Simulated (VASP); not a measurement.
Runs of VASP 6.6.1 on KCl. The structure is that of space group P4/mmm (No. 123), or close to it. The cells are those of the table. 

```tsv
cell	gap on the mesh (eV)	pressure (GPa)
a = 4.031, b = 4.031, c = 3.647 Å, 2 atoms	4.03	-2.0
a = 3.647, b = 3.647, c = 4.031 Å, 2 atoms	4.50	(a)
a = 3.935, b = 3.935, c = 3.647 Å, 2 atoms	4.32	-1.4
a = 4.031, b = 4.031, c = 3.743 Å, 2 atoms	(b)	(c)
a = 3.743, b = 3.743, c = 4.031 Å, 2 atoms	4.43	-1.4
```

Alike in all rows: task single point; level PBEsol; potentials or basis VASP PAW PBE potentials, release 64 (K_sv, Cl); no spin polarisation; k mesh 6 × 6 × 6; cutoff (eV) 520; smearing gaussian 0.05 eV.

Estimate the missing entries.

(a) -0.5; (b) 4.08; (c) -2.3.

Caveats: the PAW data sets were made with another functional, which shifts forces and pressure a little.

A k mesh can miss the band edges.
